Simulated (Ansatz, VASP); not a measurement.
One calculation of Pt, two programs

The input INCAR:

```
SYSTEM = Pt
PREC = Accurate ; ENCUT = 600
EDIFF = 1E-6 ; ISMEAR = 0
SIGMA = 0.1 ; LREAL = .FALSE.
LASPH = .TRUE. ; NELM = 80
ALGO = Fast ; ISIF = 3
LWAVE = .FALSE. ; LCHARG = .FALSE.
GGA = CA ; IBRION = 2
NSW = 100 ; EDIFFG = -0.005
```

The input KPOINTS:

```
regular mesh
0
G
  18 18 18
  0 0 0
```

POSCAR

```
Pt
1.0
    0.0000000000      1.9579000000      1.9579000000
    1.9579000000      0.0000000000      1.9579000000
    1.9579000000      1.9579000000      0.0000000000
Pt
1
Direct
    0.0000000000      0.0000000000      0.0000000000
```

Input for Ansatz:

```yaml
crystal:
  lattice:
    - [0.0, 1.9579, 1.9579]
    - [1.9579, 0.0, 1.9579]
    - [1.9579, 1.9579, 0.0]
  atoms:
    - { symbol: Pt, position: [0.0, 0.0, 0.0] }
basis:
  ecutwfc: 420
kpoints:
  mp_grid: { grid: [18, 18, 18] }
hamiltonian:
  xc: lda
  pseudopotentials: { kind: paw, azcp: { folder: soft_1 } }
scf:
  occupations: { method: gaussian, width: 0.1 }
output:
  forces: true
  stress: true
  eigenvalues: true
relax:
  adjacent_minimum: "off"
  f_tol: 0.005
  max_steps: 80
  cell: { stress_tol: 0.05 }
```

Alike in both runs: task relaxation of cell and atoms; functional LDA; k mesh 18 × 18 × 18; occupations gaussian, width 0.1 eV; no spin polarisation.

```csv
,VASP,Ansatz
version,VASP 6.6.1,Ansatz 0.2.0
potentials or method,"VASP PAW LDA potentials, release 64 (Pt), cutoff 600 eV","scalar-relativistic, plane waves, PAW"
valence electrons in the cell,10,18
```

VASP gave:

- gap on the k mesh at the Fermi level, each at its own relaxed structure (eV): none
- relaxed volume (Å³/atom): 14.80
- relaxed cell length with the largest relative difference (Å): 2.756

Task: Which values does Ansatz return?

Result: gap on the k mesh at the Fermi level, each at its own relaxed structure (eV): none; relaxed volume (Å³/atom): 14.76; relaxed cell length with the largest relative difference (Å): 2.753.

Ansatz warns that its potentials were made for another functional, while VASP's fit it. LDA's correlation is that of Perdew and Zunger in VASP and of Perdew and Wang (1992) in Ansatz. A gap of «none» marks a metal or a gap that the smearing closes. VASP's potentials hold 10 valence electrons a cell and Ansatz's 18, so a difference there can come from the potentials and not from the codes.

Neither program's run includes spin-orbit coupling.
